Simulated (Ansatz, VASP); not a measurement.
## One calculation of ZrB, two programs

File INCAR:

```
SYSTEM = ZrB
PREC     = Accurate       ! precision mode
ENCUT    = 600            ! plane-wave cutoff, eV
EDIFF    = 1E-7           ! SCF threshold, eV
ISMEAR   = -1             ! smearing method
SIGMA    = 0.05           ! smearing width, eV
LREAL    = .False.        ! projectors in reciprocal space
LASPH    = .True.         ! aspherical terms in the spheres
NELM     = 80             ! most SCF steps
ALGO     = Normal         ! electronic algorithm
ISIF     = 3              ! what is computed and relaxed
LWAVE    = .False.        ! write WAVECAR
LCHARG   = .False.        ! write CHGCAR
IBRION   = 2              ! ionic algorithm
NSW      = 60             ! ionic steps
EDIFFG   = -0.01          ! ionic threshold
```

The input KPOINTS:

```
regular mesh
0
Gamma
  10 10 7
  0 0 0
```

The input POSCAR:

```
ZrB
1.0
    1.9614334600     -1.9857162700      0.0000000000
    1.9614334600      1.9857162700      0.0000000000
    0.0000000000      0.0000000000      4.0139456300
Zr B
1 1
Direct
    0.0000000000      0.0000000000      0.5000000000
    0.5000000000      0.5000000000      0.5000000000
```

File input.yaml:

```yaml
crystal:
  lattice:
    - [1.96143346, -1.98571627, 0.0]
    - [1.96143346, 1.98571627, 0.0]
    - [0.0, 0.0, 4.01394563]
  atoms:
    - { symbol: Zr, position: [0.0, 0.0, 0.5] }
    - { symbol: B, position: [0.5, 0.5, 0.5] }
hamiltonian:
  xc: lda
  pseudopotentials: { kind: paw }
kpoints:
  mp_grid: { grid: [10, 10, 7] }
scf:
  occupations: { method: fermi_dirac, width: 0.05 }
output:
  forces: true
  stress: true
  eigenvalues: true
  write_density: true
  write_potential: true
  elf: true
  volumetric_format: npy
relax:
  f_tol: 0.01
  max_steps: 40
  cell: { stress_tol: 0.05 }
```

Alike in both runs: task relaxation of cell and atoms; functional LDA; k mesh 10 × 10 × 7; occupations fermi-dirac, width 0.05 eV; no spin polarisation.

|  | VASP | Ansatz |
| --- | --- | --- |
| version | VASP 6.6.1 | Ansatz 0.2.0 |
| potentials or method | VASP PAW LDA potentials, release 64 (Zr_sv, B) | Ansatz PAW |
| plane-wave cutoff (eV) | 600 | 420 |
| valence electrons in the cell | 15 | 15 |

Ansatz gave:

- gap on the k mesh at the Fermi level, each at its own relaxed structure (eV): none
- relaxed volume (Å³/atom): 16.16
- relaxed cell length with the largest relative difference (Å): 2.875

Problem. Which values does VASP return?

Solution. gap on the k mesh at the Fermi level, each at its own relaxed structure (eV): none; relaxed volume (Å³/atom): 16.19; relaxed cell length with the largest relative difference (Å): 2.877.

LDA's correlation is that of Perdew and Zunger in VASP and of Perdew and Wang (1992) in Ansatz. A gap of «none» marks a metal or a gap that the smearing closes.

Noted on Ansatz's run: the plane-wave basis is chosen anew once the cell has moved, so the energies of steps on either side of that aren't comparable.
